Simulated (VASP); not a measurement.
Crystal: B.

```
B
1.0
     1.25062    0.72205    2.99470
    -1.25062    0.72205    2.99470
     0.00000   -1.44410    2.99470
B
2
Direct
  0.05770 0.05770 0.05770
  0.94230 0.94230 0.94230
```

| Property | Result |
| --- | --- |
| Program | VASP 6.6.1 |
| Task | relaxation of cell and atoms |
| Functional | PBE |
| Potentials or basis | VASP PAW PBE potentials, release 64 (B) |
| Cutoff | 600 eV |
| k mesh | 9 × 9 × 9 |
| Occupations | gaussian, width 0.1 eV |
| Spin | no spin polarisation |

At the start: pressure 163.3 GPa; volume 8.11 Å³/atom.

**Question.** How do energy, volume and symmetry change on relaxing?

**Answer.** Over 52 steps the energy falls by 6054.0 meV/atom and the volume is 8.05 Å³/atom (-0.8 %); space group R-3m (No. 166, to 0.1 Å) before and after.

Step by step:
| step | energy change (eV) | largest force (eV/Å) | pressure (GPa) | volume (Å³) |
| --- | --- | --- | --- | --- |
| 1 | 0.0000 | 57.2077 | 163.34 | 16.23 |
| 3 | -9.0736 | 0.9695 | -13.38 | 33.91 |
| 5 | -9.2486 | 0.1549 | 6.57 | 33.09 |
| 7 | -8.4548 | 1.8125 | 64.37 | 28.55 |
| 9 | -9.7499 | 0.2945 | 17.61 | 26.39 |
| 11 | -10.0381 | 1.7654 | 0.22 | 28.34 |
| 13 | -10.3175 | 2.7755 | -8.66 | 31.66 |
| 15 | -10.6746 | 0.9382 | -19.47 | 34.71 |
| 17 | -11.1646 | 1.4455 | -9.58 | 31.85 |
| 19 | -11.3943 | 0.2592 | -3.33 | 28.68 |
| 21 | -11.4066 | 0.0806 | -1.34 | 28.29 |
| 23 | -11.4081 | 0.0207 | -0.21 | 28.04 |
| 25 | -11.4099 | 0.0179 | -0.44 | 27.83 |
| 27 | -11.4184 | 0.1890 | -1.47 | 26.87 |
| 29 | -11.5549 | 0.7666 | -6.98 | 22.86 |
| 31 | -11.8337 | 1.0207 | -9.60 | 15.49 |
| 33 | -11.8791 | 1.0085 | -11.61 | 16.17 |
| 35 | -11.9009 | 0.9719 | -10.87 | 16.48 |
| 37 | -11.9808 | 0.6746 | 5.31 | 15.34 |
| 39 | -12.0493 | 0.4409 | 4.35 | 15.33 |
| 41 | -12.0751 | 0.1585 | 3.24 | 15.31 |
| 43 | -12.0831 | 0.1246 | 1.47 | 15.50 |
| 45 | -12.1011 | 0.1472 | -1.79 | 16.09 |
| 47 | -12.1062 | 0.1208 | 0.06 | 16.07 |
| 49 | -12.1073 | 0.0678 | 0.14 | 16.07 |
| 51 | -12.1077 | 0.0009 | 0.12 | 16.09 |
| 52 | -12.1080 | 0.0009 | -0.22 | 16.10 |

Final structure:
```xyz
2
Lattice="1.4936 0.8623 2.0830 -1.4936 0.8623 2.0830 0.0000 -1.7246 2.0830" Properties=species:S:1:pos:R:3 pbc="T T T"
B     0.0000    0.0000    2.1927
B     0.0000    0.0000    4.0562
```

Caveat: a cell axis changed by over 15 % at a fixed basis, so the end point is rough.
